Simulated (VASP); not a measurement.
# Bi2Se3 (R-3m) in VASP: a series of runs, part 2 of 2

VASP 6.6.1. Earlier steps stand in the parts before.

### 3 Relaxation of shape and atoms at fixed volume, PBE (volume scaled by 0.88)

INCAR

```
SYSTEM = Bi2Se3
  ALGO = Normal
  EDIFF = 1E-6
  EDIFFG = -0.01
  ENCUT = 600
  GGA = PE
  IBRION = 2
  ISIF = 4
  ISMEAR = 0
  LASPH = .TRUE.
  LCHARG = .FALSE.
  LREAL = .FALSE.
  LWAVE = .FALSE.
  NELM = 100
  NSW = 50
  PREC = Accurate
  SIGMA = 0.02
```

KPOINTS

```
k-points
0
G
  6 6 6
  0 0 0
```

POSCAR

```
Bi2Se3
1.0
    2.0552130983      1.1865778353      9.5286609466
   -2.0552130983      1.1865778353      9.5286609466
    0.0000000000     -2.3731556713      9.5286609465
Bi Se
2 3
Direct
    0.4001379826      0.4001379826      0.4001379826
    0.5998620174      0.5998620174      0.5998620174
    0.0000000000      0.0000000000      0.0000000000
    0.2120582117      0.2120582117      0.2120582117
    0.7879417883      0.7879417883      0.7879417883
```

Potentials or basis: VASP PAW PBE potentials, release 64 (Bi_d, Se).

Command:

```console
cat potpaw_PBE.64/Bi_d/POTCAR potpaw_PBE.64/Se/POTCAR > POTCAR
mpirun -np 1 vasp_std > vasp.out
```

OUTCAR:

```text
SYSTEM = Bi2Se3
   EDIFF = 1E-6
   EDIFFG = -0.01
   ENCUT = 600
   GGA = PE
   IBRION = 2
   ISIF = 4
   ISMEAR = 0
   LASPH = .TRUE.
   LREAL = .FALSE.
   NELM = 100
   NSW = 50
   PREC = Accurate

 ion  position               nearest neighbor table
   1  0.400  0.400  0.400-   5 2.84   5 2.84   5 2.84   3 3.05   3 3.05   3 3.05
   2  0.600  0.600  0.600-   4 2.84   4 2.84   4 2.84   3 3.05   3 3.05   3 3.05
   3  0.000  0.000  0.000-   2 3.05   1 3.05   2 3.05   2 3.05   1 3.05   1 3.05
   4  0.212  0.212  0.212-   2 2.84   2 2.84   2 2.84
   5  0.788  0.788  0.788-   1 2.84   1 2.84   1 2.84

  LATTYP: Found a trigonal (rhomboedric) cell.
 ALAT       =     9.8197376377
 COS(alpha) =     0.9123919639

  Lattice vectors:

 A1 = (   2.0552130983,   1.1865778353,   9.5286609466)
 A2 = (  -2.0552130983,   1.1865778353,   9.5286609466)
 A3 = (   0.0000000000,  -2.3731556713,   9.5286609465)

Analysis of symmetry for initial positions (statically):
=====================================================================
 Subroutine PRICEL returns:
 Original cell was already a primitive cell.

 Routine SETGRP: Setting up the symmetry group for a
 trigonal (rhombohedral) supercell.

 Subroutine GETGRP returns: Found 12 space group operations
 (whereof 12 operations were pure point group operations)
 out of a pool of 12 trial point group operations.

The static configuration has the point symmetry D_3d.

Analysis of symmetry for dynamics (positions and initial velocities):
=====================================================================
 Subroutine PRICEL returns:
 Original cell was already a primitive cell.

 Routine SETGRP: Setting up the symmetry group for a
 trigonal (rhombohedral) supercell.

 Subroutine GETGRP returns: Found 12 space group operations
 (whereof 12 operations were pure point group operations)
 out of a pool of 12 trial point group operations.

The dynamic configuration has the point symmetry D_3d.

 Subroutine INISYM returns: Found 12 space group operations
 (whereof 12 operations are pure point group operations),
 and found     1 'primitive' translations

----------------------------------------------------------------------------------------

                                     Primitive cell

  volume of cell :     139.4236

  direct lattice vectors                    reciprocal lattice vectors
     2.055213098  1.186577835  9.528660947     0.243283775  0.140459953  0.034982180
    -2.055213098  1.186577835  9.528660947    -0.243283775  0.140459953  0.034982180
     0.000000000 -2.373155671  9.528660947     0.000000000 -0.280919905  0.034982180

  length of vectors
     9.819737638  9.819737638  9.819737638     0.283089643  0.283089643  0.283089643

  position of ions in fractional coordinates (direct lattice)
     0.400137983  0.400137983  0.400137983
     0.599862017  0.599862017  0.599862017
     0.000000000  0.000000000  0.000000000
     0.212058212  0.212058212  0.212058212
     0.787941788  0.787941788  0.787941788

  ion indices of the primitive-cell ions
   primitive index   ion index
                 1           1
                 2           2
[... 31 lines left out ...]
            Coordinates               Weight
  0.000000  0.000000  0.000000      1.000000
  0.166667  0.000000  0.000000      6.000000
  0.333333  0.000000  0.000000      6.000000
  0.500000  0.000000  0.000000      3.000000
  0.166667  0.166667  0.000000      6.000000
  0.333333  0.166667  0.000000     12.000000
[... 16 lines left out ...]
  0.500000  0.500000  0.166667      6.000000
 -0.333333  0.500000  0.166667     12.000000
 [... further k-points ...]
   k-points           NKPTS =     32   k-points in BZ     NKDIM =     32   number of bands    NBANDS=     28
   number of dos      NEDOS =    301   number of ions     NIONS =      5
   total plane-waves  NPLWV = 512000
   dimension x,y,z NGX =    80 NGY =   80 NGZ =   80
   dimension x,y,z NGXF=   160 NGYF=  160 NGZF=  160
   ions per type =               2   3
   NGX,Y,Z   is equivalent  to a cutoff of  13.54, 13.54, 13.54 a.u.
   NGXF,Y,Z  is equivalent  to a cutoff of  27.09, 27.09, 27.09 a.u.
 SYSTEM =  Bi2Se3
   PREC   = accura    normal or accurate (medium, high low for compatibility)
   ISTART =      0    job   : 0-new  1-cont  2-samecut
   ICHARG =      2    charge: 1-file 2-atom 10-const
   ISPIN  =      1    spin polarized calculation?
   LNONCOLLINEAR =      F non collinear calculations
   LSORBIT =      F    spin-orbit coupling
   LASPH  =      T    aspherical Exc in radial PAW
   ENCUT  =  600.0 eV  44.10 Ry    6.64 a.u.  19.61 19.61 19.61*2*pi/ulx,y,z
   NELM   =    100;   NELMIN=  2; NELMDL= -5     # of ELM steps
   EDIFF  = 0.1E-05   stopping-criterion for ELM
   LREAL  =      F    real-space projection
   EDIFFG = -.1E-01   stopping-criterion for IOM
   NSW    =     50    number of steps for IOM
   IBRION =      2    ionic relax: 0-MD 1-quasi-New 2-CG
   NFREE  =      1    steps in history (QN), initial steepest desc. (CG)
   ISIF   =      4    stress and relaxation
   ISYM   =      2    0-nonsym 1-usesym 2-fastsym
   POTIM  = 0.5000    time-step for ionic-motion
   TEBEG  =    0.0;   TEEND  =   0.0 temperature during run
   PSTRESS=    0.0 pullay stress
   NELECT =      48.0000    total number of electrons
   NUPDOWN=      -1.0000    fix difference up-down
   EMIN   =  10.00;   EMAX   =-10.00  energy-range for DOS
   EFERMI =   0.00;   METHOD = LEGACY
   ISMEAR =     0;   SIGMA  =   0.02  broadening in eV -4-tet -1-fermi 0-gaus
   EFERMI_NEDOS =   21; number of points for ismear=-14 and -15
   IALGO  =     38    algorithm
   IMIX   =      4    mixing-type and parameters
     AMIX     =   0.40;   BMIX     =  1.00
     AMIX_MAG =   1.60;   BMIX_MAG =  1.00
  volume/ion in A,a.u.               =      27.88       188.18
  Fermi-wavevector in a.u.,A,eV,Ry     =   1.147387  2.168247 17.912021  1.316496
  Thomas-Fermi vector in A             =   2.284067
   LORBIT       =      0    0 simple, 1 ext, 2 COOP (PROOUT), +10 PAW based schemes
   GGA     = PE    functional components
   LHFCALC =     F    Hartree Fock is set to
   AEXX    =    0.0000 exact exchange contribution
   IVDW    =     0    specifies the selected vdW correction
   LEPSILON=     F    determine dielectric tensor
   LRPA    =     F    only Hartree local field effects (RPA)
 conjugate gradient relaxation of ions
 non-spin polarized calculation
 Gauss-broadening in eV      SIGMA  =   0.02
  energy-cutoff  :      600.00
  volume of cell :      139.42
 maximum number of plane-waves:      4677
 NGX is ok and might be reduce to    80
   NGX = 39   NGY = 39   NGZ = 39

--------------------------------------- Ionic step        1  -------------------------------------------

 number of electron      48.0000004 magnetization

 Free energy of the ion-electron system (eV)
  ---------------------------------------------------
  ext. energy  EPLUGINS =         0.00000000
  ---------------------------------------------------
  free energy    TOTEN  =       -20.10762161 eV

  energy without entropy =      -20.10762161  energy(sigma->0) =      -20.10762161

------------------------ aborting loop because EDIFF is reached ----------------------------------------

  FORCE on cell =-STRESS in cart. coord.  units (eV):
  Direction    XX          YY          ZZ          XY          YZ          ZX
  --------------------------------------------------------------------------------------
  -------------------------------------------------------------------------------------
  Total        3.3890011      3.3890011      3.3268169      0.0000000      0.0000000      0.0000000
  in kB       38.9444949     38.9444948     38.2299091      0.0000000      0.0000000      0.0000000
  external PRESSURE =      38.7062996 kB  Pullay stress =       0.0000000 kB
[... 299 lines left out ...]
--------------------------------------- Ionic step        9  -------------------------------------------

 number of electron      47.9999998 magnetization

 Free energy of the ion-electron system (eV)
  ---------------------------------------------------
  ext. energy  EPLUGINS =         0.00000000
  ---------------------------------------------------
  free energy    TOTEN  =       -20.12320188 eV

  energy without entropy =      -20.12320188  energy(sigma->0) =      -20.12320188

 E-fermi :   5.3169     XC(G=0):  -9.5963

 val. band max:        5.2483750641   @ k =   0.0000   0.0000   0.0000
 cond. band min:       5.3854729616   @ k =   0.0000   0.0000   0.0000
 fundamental gap:      0.1370978975
 Fermi energy:         5.3169182464

 k-point     1 :       0.0000    0.0000    0.0000
  band No.  band energies     occupation
      1     -17.9649      2.00000
      2     -17.9649      2.00000
      3     -17.9631      2.00000
      4     -17.9631      2.00000
      5     -17.9551      2.00000
      6     -17.9523      2.00000
[... 733 lines left out ...]
     27       7.3322      0.00000
     28       8.8447      0.00000

 [... further k-points ...]
[... 5 lines left out ...]
  --------------------------------------------------------------------------------------
  -------------------------------------------------------------------------------------
  Total        2.5048664      2.5048664      2.4969249      0.0000000      0.0000000      0.0000000
  in kB       28.7845161     28.7845161     28.6932570      0.0000000      0.0000000      0.0000000
  external PRESSURE =      28.7540964 kB  Pullay stress =       0.0000000 kB
[... 20 lines left out ...]
  FREE ENERGIE OF THE ION-ELECTRON SYSTEM (eV)
  ---------------------------------------------------
  free  energy   TOTEN  =       -20.1232018784 eV

  energy  without entropy=      -20.1232018776  energy(sigma->0) =      -20.12320188

 reached required accuracy - stopping structural energy minimisation
```

OSZICAR:

```text
N       E                     dE             d eps       ncg     rms          rms(c)
DAV:   1     0.503975120288E+03    0.50398E+03   -0.25149E+04  1792   0.198E+03
DAV:   2     0.450818244028E+02   -0.45889E+03   -0.44764E+03  1840   0.478E+02
DAV:   3    -0.175460838546E+02   -0.62628E+02   -0.59858E+02  2316   0.174E+02
[... 74 lines left out ...]
DAV:   1    -0.201240185286E+02   -0.92567E-03   -0.48242E-02  1796   0.141E+00    0.151E-01
DAV:   2    -0.201234946599E+02    0.52387E-03   -0.21455E-03  2364   0.465E-01    0.952E-02
DAV:   3    -0.201232036782E+02    0.29098E-03   -0.44785E-04  2408   0.268E-01    0.244E-02
DAV:   4    -0.201232019271E+02    0.17512E-05   -0.15049E-04  2392   0.107E-01    0.968E-03
DAV:   5    -0.201232018784E+02    0.48681E-07   -0.86911E-06  1916   0.279E-02
   9 F= -.20123202E+02 E0= -.20123202E+02  d E =-.109127E-03
```

Run time: 34 min. Hardware: 1 thread of Intel Xeon 6975P-C (Granite Rapids), shared host; peak memory 1.1 GiB.

What came out:

```
Free energy                  : -20.1232 eV
Energy gained by relaxing    : 3.1 meV/atom
Ionic steps                  : 9
Pressure after relaxing      : 2.9 GPa
Largest force after relaxing : 0.007 eV/Å
Band gap on the k mesh       : 0.14 eV, direct
```

Forces in eV/Å, atoms in the order of the input:
```
Bi   0.000  0.000 -0.007
Bi   0.000  0.000  0.007
Se   0.000  0.000  0.000
Se   0.000  0.000 -0.003
Se   0.000  0.000  0.003
```

Step by step:
```
step  energy change (eV)  largest force (eV/Å)  pressure (GPa)  volume (Å³)
   1              0.0000                0.2740            3.87       139.42
   2             -0.0059                0.1475            3.59       139.42
   3             -0.0073                0.1458            3.38       139.42
   4             -0.0098                0.1202            3.29       139.42
   5             -0.0146                0.0460            3.02       139.42
   6             -0.0114                0.0953            2.54       139.42
   7             -0.0155                0.0109            2.86       139.42
   8             -0.0155                0.0121            2.85       139.42
   9             -0.0156                0.0075            2.88       139.42
```

Final structure:
```
Bi Se
1.0
     2.06584    1.19271    9.43085
    -2.06584    1.19271    9.43085
     0.00000   -2.38543    9.43085
Bi Se
2 3
Cartesian
  0.0000 0.0000 11.3496
  0.0000 0.0000 16.9429
  0.0000 0.0000 0.0000
  0.0000 0.0000 5.9337
  0.0000 0.0000 22.3589
```

Levels at points of the mesh, in eV from the valence-band top:
```
           k point  band 20  band 21  band 22  band 23  band 24  band 25  band 26  band 27  band 28
(0.00, 0.00, 0.00)    -1.97    -1.97    -1.28    -1.28     0.00     0.14     1.26     1.26     2.10
(0.50, 0.00, 0.00)    -3.18    -3.14    -2.38    -1.30    -0.56     0.73     1.72     2.92     3.10
(0.50, 0.50, 0.00)    -2.57    -2.05    -1.96    -1.83    -1.03     1.23     1.88     2.50     2.93
(0.50, 0.50, 0.50)    -1.65    -1.61    -1.53    -1.53    -0.58     0.69     1.63     1.63     1.99
```

Caveat: the cell differs from its parent crystal (volume scaled by 0.88); spin-orbit coupling is left out, which moves the levels of the heavy elements. A k mesh can miss the band edges.
